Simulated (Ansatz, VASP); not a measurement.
C3N in VASP and in Ansatz

File INCAR:

```
SYSTEM = C3N
PREC = Accurate
ENCUT = 520
EDIFF = 1E-7
ISMEAR = 0
SIGMA = 0.1
LREAL = .False.
LASPH = .True.
NELM = 150
ALGO = Normal
ISIF = 2
LWAVE = .False.
LCHARG = .True.
ISPIN = 2
MAGMOM = 1 1 1 1 1 1 1 1
LORBIT = 11
GGA = PE
LELF = .True.
LVHAR = .True.
NBANDS = 31
```

KPOINTS

```
Automatic mesh
0
Gamma
  6 6 4
  0 0 0
```

File POSCAR:

```
C3N
1.0
    4.4699211604      0.0000000000      0.0000000000
   -2.2349605802      3.8710652778      0.0000000000
    0.0000000000      0.0000000000      5.5125482328
C N
6 2
Direct
    0.7723293396      0.0000000000      0.7500000000
    0.7723293396      0.7723293396      0.2500000000
    0.2276706604      0.0000000000      0.2500000000
    0.2276706604      0.2276706604      0.7500000000
    0.0000000000      0.7723293396      0.7500000000
    0.0000000000      0.2276706604      0.2500000000
    0.0000000000      0.0000000000      0.5000000000
    0.0000000000      0.0000000000      0.0000000000
```

Input for Ansatz:

```yaml
crystal:
  lattice:
    - [4.4699211604, 0.0, 0.0]
    - [-2.2349605802, 3.8710652778, 0.0]
    - [0.0, 0.0, 5.5125482328]
  atoms:
    - { symbol: C, position: [0.7723293396, 0.0, 0.75], spin: 1.0 }
    - { symbol: C, position: [0.7723293396, 0.7723293396, 0.25], spin: 1.0 }
    - { symbol: C, position: [0.2276706604, 0.0, 0.25], spin: 1.0 }
    - { symbol: C, position: [0.2276706604, 0.2276706604, 0.75], spin: 1.0 }
    - { symbol: C, position: [0.0, 0.7723293396, 0.75], spin: 1.0 }
    - { symbol: C, position: [0.0, 0.2276706604, 0.25], spin: 1.0 }
    - { symbol: "N", position: [0.0, 0.0, 0.5], spin: 1.0 }
    - { symbol: "N", position: [0.0, 0.0, 0.0], spin: 1.0 }
basis:
  ecutwfc: 420
kpoints:
  mp_grid: { grid: [6, 6, 4] }
hamiltonian:
  xc: pbe
scf:
  occupations: { method: gaussian, width: 0.1 }
  lower_state_search: "off"
output:
  forces: true
  stress: true
  eigenvalues: true
  populations: true
magnetization:
  spin_polarized: true
```

Change from the starting cell: species swapped into the ZrBr3 type (P6_3/mcm, No. 193).

Alike in both runs: task single point; functional PBE; k mesh 6 × 6 × 4; occupations gaussian, width 0.1 eV; collinear spin.

|  | VASP | Ansatz |
| --- | --- | --- |
| version | VASP 6.6.1 | Ansatz 0.2.0 |
| potentials or method | VASP PAW PBE potentials, release 64 (C, N), cutoff 520 eV | scalar-relativistic, plane waves, PAW |
| valence electrons in the cell | 34 | 34 |

|  | VASP | Ansatz | Ansatz less VASP |
| --- | --- | --- | --- |
| gap on the k mesh at the Fermi level (eV) | none | none | - |
| pressure (GPa) | 0.2 | 0.1 | -0.12 |
| traceless stress, the component that is largest in VASP (GPa) | 0.12 | 0.17 | +0.047 |
| rms of the force components (eV/Å) | 0.024 | 0.003 | -0.0215 |
| net moment per atom (μB) | 0.00 | 0.00 | 0.000 |

Atom by atom the forces differ by 0.026 eV/Å (rms over components). A gap of «none» marks a metal or a gap that the smearing closes. With one functional, cell and mesh, what is left measures potentials, basis and numerics. Ansatz's warnings: seeded moment not kept.
